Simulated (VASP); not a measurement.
# CsBr (Pm-3m) in VASP: single point with PBE

Aim: the single point of CsBr with PBE.

Program: VASP 6.6.1. These are calculated values, not measurements. Logs are shortened: lines on timing, memory, paths and dates and some standing lists are left out, and cuts for length are marked.

### Step 1. The cell of the first run

Symmetry: Pm-3m, No. 221, cubic system. Conventional cell: a = 4.286 Å, b = 4.286 Å, c = 4.286 Å, α = 90.00°, β = 90.00°, γ = 90.00°. Within 4.9 Å of Cs (site symmetry m-3m) lie 8 Br at 3.71 Å and 6 Cs at 4.29 Å. Within 4.9 Å of Br (site symmetry m-3m) lie 8 Cs at 3.71 Å and 6 Br at 4.29 Å.

### Step 2. Single point, PBE

The input, INCAR:

```
PREC     = Accurate       # precision mode
ENCUT    = 500            # plane-wave cutoff, eV
EDIFF    = 1E-6           # SCF threshold, eV
ISMEAR   = 0              # smearing method
SIGMA    = 0.01           # smearing width, eV
LREAL    = F              # projectors in reciprocal space
LASPH    = T              # aspherical terms in the spheres
NELM     = 120            # most SCF steps
ALGO     = Normal         # electronic algorithm
ISIF     = 2              # what is computed and relaxed
LWAVE    = F              # write WAVECAR
LCHARG   = F              # write CHGCAR
GGA      = PE             # functional
NBANDS   = 15             # bands
GGA_COMPAT= F
```

The input, KPOINTS:

```
Automatic mesh
0
Gamma
  2 2 2
```

The input, POSCAR:

```
CsBr
1.0
    4.2860000000      0.0000000000      0.0000000000
    0.0000000000      4.2860000000      0.0000000000
    0.0000000000      0.0000000000      4.2860000000
Cs Br
1 1
Direct
    0.0000000000      0.0000000000      0.0000000000
    0.5000000000      0.5000000000      0.5000000000
```

Potentials or basis: VASP PAW PBE potentials, release 64 (Cs_sv, Br).

The run is started by

```
cat potpaw_PBE.64/Cs_sv/POTCAR potpaw_PBE.64/Br/POTCAR > POTCAR
mpirun -np 1 vasp_std > vasp.out
```

OUTCAR:

```text
PREC = Accurate
   ENCUT = 500
   EDIFF = 1E-6
   ISMEAR = 0
   LREAL = F
   LASPH = T
   NELM = 120
   ISIF = 2
   GGA = PE

 ion  position               nearest neighbor table
   1  0.000  0.000  0.000-
   2  0.500  0.500  0.500-

  LATTYP: Found a simple cubic cell.
 ALAT       =     4.2860000000

  Lattice vectors:

 A1 = (   4.2860000000,   0.0000000000,   0.0000000000)
 A2 = (   0.0000000000,   4.2860000000,   0.0000000000)
 A3 = (   0.0000000000,   0.0000000000,   4.2860000000)

Analysis of symmetry for initial positions (statically):
=====================================================================
 Subroutine PRICEL returns:
 Original cell was already a primitive cell.

 Routine SETGRP: Setting up the symmetry group for a
 simple cubic supercell.

 Subroutine GETGRP returns: Found 48 space group operations
 (whereof 48 operations were pure point group operations)
 out of a pool of 48 trial point group operations.

The static configuration has the point symmetry O_h .

Analysis of symmetry for dynamics (positions and initial velocities):
=====================================================================
 Subroutine PRICEL returns:
 Original cell was already a primitive cell.

 Routine SETGRP: Setting up the symmetry group for a
 simple cubic supercell.

 Subroutine GETGRP returns: Found 48 space group operations
 (whereof 48 operations were pure point group operations)
 out of a pool of 48 trial point group operations.

The dynamic configuration has the point symmetry O_h .

 Subroutine INISYM returns: Found 48 space group operations
 (whereof 48 operations are pure point group operations),
 and found     1 'primitive' translations

----------------------------------------------------------------------------------------

                                     Primitive cell

  volume of cell :      78.7329

  direct lattice vectors                    reciprocal lattice vectors
     4.286000000  0.000000000  0.000000000     0.233317779  0.000000000  0.000000000
     0.000000000  4.286000000  0.000000000     0.000000000  0.233317779  0.000000000
     0.000000000  0.000000000  4.286000000     0.000000000  0.000000000  0.233317779

  length of vectors
     4.286000000  4.286000000  4.286000000     0.233317779  0.233317779  0.233317779

  position of ions in fractional coordinates (direct lattice)
     0.000000000  0.000000000  0.000000000
     0.500000000  0.500000000  0.500000000

  ion indices of the primitive-cell ions
   primitive index   ion index
                 1           1
                 2           2

----------------------------------------------------------------------------------------

 KPOINTS: Automatic mesh

Automatic generation of k-mesh.
 Grid dimensions read from file:
 generate k-points for:    2    2    2

 Generating k-lattice:

  Cartesian coordinates                     Fractional coordinates (reciprocal lattice)
     0.116658889  0.000000000  0.000000000     0.500000000  0.000000000  0.000000000
     0.000000000  0.116658889  0.000000000     0.000000000  0.500000000  0.000000000
     0.000000000  0.000000000  0.116658889     0.000000000  0.000000000  0.500000000

  Length of vectors
     0.116658889  0.116658889  0.116658889

  Shift w.r.t. Gamma in fractional coordinates (k-lattice)
     0.000000000  0.000000000  0.000000000

 Subroutine IBZKPT returns following result:
 ===========================================

 Found      4 irreducible k-points:

 Following reciprocal coordinates:
            Coordinates               Weight
  0.000000  0.000000  0.000000      1.000000
  0.500000  0.000000  0.000000      3.000000
  0.500000  0.500000  0.000000      3.000000
  0.500000  0.500000  0.500000      1.000000
   k-points           NKPTS =      4   k-points in BZ     NKDIM =      4   number of bands    NBANDS=     15
   number of dos      NEDOS =    301   number of ions     NIONS =      2
   total plane-waves  NPLWV =  32768
   dimension x,y,z NGX =    32 NGY =   32 NGZ =   32
   dimension x,y,z NGXF=    64 NGYF=   64 NGZF=   64
   ions per type =               1   1
   NGX,Y,Z   is equivalent  to a cutoff of  12.41, 12.41, 12.41 a.u.
   NGXF,Y,Z  is equivalent  to a cutoff of  24.82, 24.82, 24.82 a.u.
 SYSTEM =  unknown system
   PREC   = accura    normal or accurate (medium, high low for compatibility)
   ISTART =      0    job   : 0-new  1-cont  2-samecut
   ICHARG =      2    charge: 1-file 2-atom 10-const
   ISPIN  =      1    spin polarized calculation?
   LNONCOLLINEAR =      F non collinear calculations
   LSORBIT =      F    spin-orbit coupling
   LASPH  =      T    aspherical Exc in radial PAW
   ENCUT  =  500.0 eV  36.75 Ry    6.06 a.u.   7.81  7.81  7.81*2*pi/ulx,y,z
   NELM   =    120;   NELMIN=  2; NELMDL= -5     # of ELM steps
   EDIFF  = 0.1E-05   stopping-criterion for ELM
   LREAL  =      F    real-space projection
   EDIFFG = 0.1E-04   stopping-criterion for IOM
   NSW    =      0    number of steps for IOM
   IBRION =     -1    ionic relax: 0-MD 1-quasi-New 2-CG
   NFREE  =      0    steps in history (QN), initial steepest desc. (CG)
   ISIF   =      2    stress and relaxation
   ISYM   =      2    0-nonsym 1-usesym 2-fastsym
   POTIM  = 0.5000    time-step for ionic-motion
   TEBEG  =    0.0;   TEEND  =   0.0 temperature during run
   PSTRESS=    0.0 pullay stress
   NELECT =      16.0000    total number of electrons
   NUPDOWN=      -1.0000    fix difference up-down
   EMIN   =  10.00;   EMAX   =-10.00  energy-range for DOS
   EFERMI =   0.00;   METHOD = LEGACY
   ISMEAR =     0;   SIGMA  =   0.01  broadening in eV -4-tet -1-fermi 0-gaus
   EFERMI_NEDOS =   21; number of points for ismear=-14 and -15
   IALGO  =     38    algorithm
   IMIX   =      4    mixing-type and parameters
     AMIX     =   0.40;   BMIX     =  1.00
     AMIX_MAG =   1.60;   BMIX_MAG =  1.00
  volume/ion in A,a.u.               =      39.37       265.66
  Fermi-wavevector in a.u.,A,eV,Ry     =   0.962489  1.818841 12.604247  0.926386
  Thomas-Fermi vector in A             =   2.091953
   LORBIT       =      0    0 simple, 1 ext, 2 COOP (PROOUT), +10 PAW based schemes
   GGA     = PE    functional components
   LHFCALC =     F    Hartree Fock is set to
   AEXX    =    0.0000 exact exchange contribution
   IVDW    =     0    specifies the selected vdW correction
   LEPSILON=     F    determine dielectric tensor
   LRPA    =     F    only Hartree local field effects (RPA)
 non-spin polarized calculation
 Gauss-broadening in eV      SIGMA  =   0.01
  energy-cutoff  :      500.00
  volume of cell :       78.73
 maximum number of plane-waves:      2008
 NGX is ok and might be reduce to    32
   NGX = 15   NGY = 15   NGZ = 15

 number of electron      15.9999999 magnetization

 Free energy of the ion-electron system (eV)
  ---------------------------------------------------
  ext. energy  EPLUGINS =         0.00000000
  ---------------------------------------------------
  free energy    TOTEN  =        -5.84351653 eV

  energy without entropy =       -5.84351653  energy(sigma->0) =       -5.84351653

 E-fermi :  -0.1162     XC(G=0):  -8.0460

 val. band max:       -0.2054363743   @ k =   0.5000   0.5000   0.0000
 cond. band min:       4.2583911304   @ k =   0.0000   0.0000   0.0000
 fundamental gap:      4.4638275047
 Fermi energy:        -0.1161770787

 k-point     1 :       0.0000    0.0000    0.0000
  band No.  band energies     occupation
      1     -20.0897      2.00000
      2     -12.5485      2.00000
      3      -6.6827      2.00000
      4      -6.6827      2.00000
      5      -6.6827      2.00000
      6      -0.2074      2.00000
      7      -0.2074      2.00000
      8      -0.2074      2.00000
      9       4.2584      0.00000
     10       4.6329      0.00000
     11       4.6329      0.00000
     12       8.8227      0.00000
     13       8.8227      0.00000
     14       8.8227      0.00000
     15      11.8381      0.00000

 k-point     2 :       0.5000    0.0000    0.0000
  band No.  band energies     occupation
      1     -20.0361      2.00000
      2     -12.5682      2.00000
      3      -7.0599      2.00000
      4      -6.5775      2.00000
      5      -6.5775      2.00000
      6      -1.5472      2.00000
      7      -0.4218      2.00000
      8      -0.4218      2.00000
      9       5.6297      0.00000
     10       7.0448      0.00000
     11       7.5207      0.00000
     12       8.0867      0.00000
     13       8.6022      0.00000
     14       8.6022      0.00000
     15       9.5351      0.00000

 k-point     3 :       0.5000    0.5000    0.0000
  band No.  band energies     occupation
      1     -19.9902      2.00000
      2     -12.4449      2.00000
      3      -7.2692      2.00000
      4      -7.2692      2.00000
      5      -6.5121      2.00000
      6      -0.7897      2.00000
      7      -0.7897      2.00000
      8      -0.2054      2.00000
      9       4.9816      0.00000
     10       5.2342      0.00000
     11       6.9420      0.00000
     12       6.9420      0.00000
     13      10.8372      0.00000
     14      10.9061      0.00000
     15      10.9061      0.00000

 k-point     4 :       0.5000    0.5000    0.5000
  band No.  band energies     occupation
      1     -19.9469      2.00000
      2     -12.3657      2.00000
      3      -7.0869      2.00000
      4      -7.0869      2.00000
      5      -7.0869      2.00000
      6      -1.3993      2.00000
      7      -1.3993      2.00000
      8      -1.3993      2.00000
      9       8.0622      0.00000
     10       8.0622      0.00000
     11       8.0622      0.00000
     12       8.9118      0.00000
     13       8.9118      0.00000
     14       8.9118      0.00000
     15      11.0332      0.00000

------------------------ aborting loop because EDIFF is reached ----------------------------------------

  FORCE on cell =-STRESS in cart. coord.  units (eV):
  Direction    XX          YY          ZZ          XY          YZ          ZX
  --------------------------------------------------------------------------------------
  -------------------------------------------------------------------------------------
  Total        0.9736978      0.9736978      0.9736978     -0.0000000     -0.0000000     -0.0000000
  in kB       19.8142786     19.8142786     19.8142786     -0.0000000     -0.0000000     -0.0000000
  external PRESSURE =      19.8142786 kB  Pullay stress =       0.0000000 kB

 VOLUME and BASIS-vectors are now :
 -----------------------------------------------------------------------------
  energy-cutoff  :      500.00
  volume of cell :       78.73
      direct lattice vectors                 reciprocal lattice vectors
     4.286000000  0.000000000  0.000000000     0.233317779  0.000000000  0.000000000
     0.000000000  4.286000000  0.000000000     0.000000000  0.233317779  0.000000000
     0.000000000  0.000000000  4.286000000     0.000000000  0.000000000  0.233317779

 POSITION                                       TOTAL-FORCE (eV/Angst)
 -----------------------------------------------------------------------------------
      0.00000      0.00000      0.00000         0.000000      0.000000      0.000000
      2.14300      2.14300      2.14300         0.000000      0.000000      0.000000
 -----------------------------------------------------------------------------------
    total drift:                                0.000000      0.000000     -0.000000

  FREE ENERGIE OF THE ION-ELECTRON SYSTEM (eV)
  ---------------------------------------------------
  free  energy   TOTEN  =        -5.8435165323 eV

  energy  without entropy=       -5.8435165323  energy(sigma->0) =       -5.84351653
```

Wall time 11 s (1 thread of Intel Xeon 8259CL, shared host); peak memory 0.17 GiB.

Results:

```
Free energy            : -5.8435 eV
Pressure               : 2.0 GPa
Band gap on the k mesh : 4.46 eV, indirect (the least direct gap lies 2.0 meV higher)
```

Caveat: the k points lie up to 0.73 Å⁻¹ apart; spin-orbit coupling is left out, which moves the levels of the heavy elements. PBE gaps usually lie below the measured ones, often by a third to a half.
